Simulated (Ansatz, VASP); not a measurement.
One calculation of PtS2, two programs

```
CELL_PARAMETERS angstrom
3.55264 0.00000 0.00000
-1.77632 3.07668 0.00000
0.00000 0.00000 5.12272
ATOMIC_POSITIONS crystal
Pt 0.00000 0.00000 0.00000
S 0.66667 0.33333 0.76074
S 0.33333 0.66667 0.23926
```

Alike in both runs: task single point; functional LDA; k mesh 12 × 12 × 6; no spin polarisation.

|  | VASP | Ansatz |
| --- | --- | --- |
| version | VASP 6.6.1 | Ansatz 0.2.0 |
| potentials or method | VASP PAW LDA potentials, release 64 (Pt, S) | plane waves, PAW |
| plane-wave cutoff (eV) | 500 | 420 |
| occupations | gaussian, width 0.01 eV | fixed |
| valence electrons in the cell | 22 | 30 |

VASP gave:

- gap on the k mesh at the Fermi level (eV): 0.60
- pressure (GPa): -4.1
- traceless stress, the component that is largest in VASP (GPa): -0.45
- rms of the force components (eV/Å): 0.160

Question: Estimate Ansatz's values.

Answer: gap on the k mesh at the Fermi level (eV): 0.60; pressure (GPa): -4.0; traceless stress, the component that is largest in VASP (GPa): -0.47; rms of the force components (eV/Å): 0.161.

LDA's correlation is that of Perdew and Zunger in VASP and of Perdew and Wang (1992) in Ansatz. Atom by atom the forces differ by 0.001 eV/Å (rms over components). VASP's potentials hold 22 valence electrons a cell and Ansatz's 30, so a difference there can come from the potentials and not from the codes.

Spin-orbit coupling is off throughout.
